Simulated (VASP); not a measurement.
A run of VASP 6.6.1 is set up as follows.

The input POSCAR:

```
Ni
1.0
    2.2610906190      0.0000000000      0.0000000000
    0.0000000000      2.2610906190      0.0000000000
    0.0000000000      0.0000000000      2.2610906190
Ni
1
Direct
    0.0000000000      0.0000000000      0.0000000000
```

Contents of INCAR.step1:

```
SYSTEM = Ni
  PREC = Accurate
  ENCUT = 520
  EDIFF = 1E-6
  ISMEAR = -1
  SIGMA = 0.1
  LREAL = .FALSE.
  LASPH = .TRUE.
  NELM = 150
  ALGO = Normal
  ISIF = 2
  LWAVE = .FALSE.
  LCHARG = .TRUE.
  ISPIN = 2
  MAGMOM = 1
  LMAXMIX = 4
  NBANDS = 15
```

Contents of KPOINTS.step1:

```
Automatic mesh
0
G
  19 19 19
  0 0 0
```

File INCAR.step2:

```
SYSTEM = Ni
  PREC = Accurate
  ENCUT = 520
  EDIFF = 1E-6
  ISMEAR = -5
  SIGMA = 0.1
  LREAL = .FALSE.
  LASPH = .TRUE.
  NELM = 150
  ALGO = Normal
  ISIF = 2
  LWAVE = .FALSE.
  LCHARG = .FALSE.
  ISPIN = 2
  MAGMOM = 1
  LORBIT = 11
  LMAXMIX = 4
  NEDOS = 2001
  ICHARG = 11
```

Contents of KPOINTS.step2:

```
Automatic mesh
0
G
  29 29 29
  0 0 0
```

Potentials or basis: VASP PAW LDA potentials, release 64 (Ni).

Launch:

```sh
$ cat potpaw_LDA.64/Ni/POTCAR > POTCAR
$ cp INCAR.step1 INCAR
$ cp KPOINTS.step1 KPOINTS
$ mpirun -np 1 vasp_std > vasp.out
$ cp INCAR.step2 INCAR
$ cp KPOINTS.step2 KPOINTS
$ mpirun -np 1 vasp_std > vasp.out
```

Problem. Estimate the net moment.

Solution. 0.35 μB per cell.

Problem. Estimate the site moments.

Solution. Ni +0.38 μB.
